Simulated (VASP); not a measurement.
Runs of VASP 6.6.1 on Te2Mo. The structure is that of space group Cmmm (No. 65), or close to it. The cells are those of the table. 

```csv
task,cell,k mesh,cutoff (eV),gap on the mesh (eV),pressure (GPa),relaxed volume (Å³/atom)
relaxation of cell and atoms,"relaxed from a = 4.811, b = 4.811, c = 4.472 Å, angles 90.0, 90.0, 91.9°, 3 atoms",4 × 4 × 4,600,none,0.1,29.03
relaxation of cell and atoms,"relaxed from a = 5.253, b = 5.253, c = 3.282 Å, angles 90.0, 90.0, 92.8°, 3 atoms",4 × 4 × 6,600,none,0.0,28.94
single point,"a = 4.811, b = 4.811, c = 4.472 Å, angles 90.0, 90.0, 91.9°, 3 atoms",4 × 4 × 4,520,none,(a),-
single point,"a = 5.253, b = 5.253, c = 3.282 Å, angles 90.0, 90.0, 92.8°, 3 atoms",4 × 4 × 4,520,none,0.0,-
```

Alike in all rows: level PBE; potentials or basis VASP PAW PBE potentials, release 64 (Te, Mo_sv); no spin polarisation; smearing gaussian 0.1 eV.

Estimate the missing entries.

(a) 15.2.

Caveats: some runs use coarse meshes; spin-orbit coupling is left out, which moves the levels of the heavy elements; the volume moved by over 15 % at a fixed basis, so the end points are rough (some runs).

A k mesh can miss the band edges, and the runs leave out spin-orbit coupling on Mo, Te.

A gap of «none» marks levels without a gap at the run's occupations.
